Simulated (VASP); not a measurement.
A run of VASP 6.6.1 is set up as follows.

The input POSCAR:

```
Hg
1.0
    3.5001125624      0.0000000000      0.0000000000
   -1.7500562812      3.0311863951      0.0000000000
    0.0000000000      0.0000000000     11.2016817986
Hg
4
Direct
    1.0000000000      1.0000000000      1.0000000000
    1.0000000000      1.0000000000      0.5000000000
    0.3333333333      0.6666666667      0.2500000000
    0.6666666667      0.3333333333      0.7500000000
```

The input INCAR.step1:

```
PREC     = Accurate       # precision mode
ENCUT    = 520            # plane-wave cutoff, eV
ISMEAR   = -1             # smearing method
SIGMA    = 0.1            # smearing width, eV
LREAL    = F              # projectors in reciprocal space
LASPH    = T              # aspherical terms in the spheres
NELM     = 100            # most SCF steps
NBANDS   = 32             # bands
GGA      = PE             # functional
ALGO     = Normal         # electronic algorithm
EDIFF    = 1E-4           # SCF threshold, eV
LWAVE    = T              # write WAVECAR
LCHARG   = F              # write CHGCAR
```

INCAR.step2

```
PREC     = Accurate       # precision mode
ENCUT    = 520            # plane-wave cutoff, eV
EDIFF    = 1E-7           # SCF threshold, eV
ISMEAR   = -1             # smearing method
SIGMA    = 0.1            # smearing width, eV
LREAL    = F              # projectors in reciprocal space
LASPH    = T              # aspherical terms in the spheres
NELM     = 100            # most SCF steps
ALGO     = Normal         # electronic algorithm
ISIF     = 2              # what is computed and relaxed
LWAVE    = F              # write WAVECAR
LCHARG   = T              # write CHGCAR
METAGGA  = R2SCAN         # meta-GGA
LMIXTAU  = T            
LELF     = T              # ELF
LVHAR    = T            
NBANDS   = 32             # bands
ISTART   = 1
```

KPOINTS

```
Automatic mesh
0
Gamma
  12 12 4
```

Potentials or basis: VASP PAW PBE potentials, release 64 (Hg).

Launch:

```console
$ cat potpaw_PBE.64/Hg/POTCAR > POTCAR
$ cp INCAR.step1 INCAR
$ mpirun -np 1 vasp_std > vasp.out
$ cp INCAR.step2 INCAR
$ mpirun -np 1 vasp_std > vasp.out
```

(1) Predict the pressure.

## Answers

(1) -0.7 GPa.

Caveat: the PAW data sets were made with another functional, which shifts forces and pressure a little.
